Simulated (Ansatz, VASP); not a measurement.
Cr in VASP and in Ansatz

File INCAR:

```
SYSTEM = Cr
  PREC = Accurate
  ENCUT = 520
  EDIFF = 1E-6
  ISMEAR = -1
  SIGMA = 0.1
  LREAL = .False.
  LASPH = .True.
  NELM = 150
  ALGO = Normal
  ISIF = 2
  LWAVE = .False.
  LCHARG = .False.
  ISPIN = 2
  MAGMOM = 3.9 -3.9
  LORBIT = 11
  LMAXMIX = 4
  GGA = PS
  NBANDS = 23
```

File KPOINTS:

```
Automatic mesh
0
Gamma
  10 10 10
  0 0 0
```

POSCAR

```
Cr
1.0
    2.9082922186      0.0000000000      0.0000000000
    0.0000000000      2.9082922186      0.0000000000
    0.0000000000      0.0000000000      2.9082922186
Cr
2
Direct
    0.0000000000      0.0000000000      0.0000000000
    0.5000000000      0.5000000000      0.5000000000
```

Input for Ansatz:

```yaml
crystal:
  lattice:
    - [2.908292218579522, 0.0, 0.0]
    - [0.0, 2.908292218579522, 0.0]
    - [0.0, 0.0, 2.908292218579522]
  atoms:
    - { symbol: Cr, position: [0.0, 0.0, 0.0], spin: 3.9 }
    - { symbol: Cr, position: [0.5, 0.5, 0.5], spin: -3.9 }
kpoints:
  mp_grid:
    grid: [10, 10, 10]
hamiltonian:
  xc: pbesol
  pseudopotentials:
    kind: all_electron
    lapw:
      basis_error: 0.002
magnetization:
  spin_polarized: true
scf:
  occupations:
    method: fermi_dirac
```

Alike in both runs: task single point; functional PBEsol; k mesh 10 × 10 × 10; collinear spin.

|  | VASP | Ansatz |
| --- | --- | --- |
| version | VASP 6.6.1 | Ansatz 0.2.0 |
| potentials or method | VASP PAW PBE potentials, release 64 (Cr_pv), cutoff 520 eV | all-electron (LAPW or listed datasets) |
| occupations | fermi-dirac, width 0.1 eV | fermi-dirac |

Ansatz gave:

```
net moment per atom (μB)                                      : 0.00
size of the moment on the site where the two differ most (μB) : 1.20
```

What did VASP give for the same quantities?

net moment per atom (μB): 0.00; size of the moment on the site where the two differ most (μB): 1.25.

VASP's potentials were made for PBE, not for PBEsol. Site moments also hang on the region over which each program counts them. Ansatz ran all-electron here, and VASP with PAW potentials.
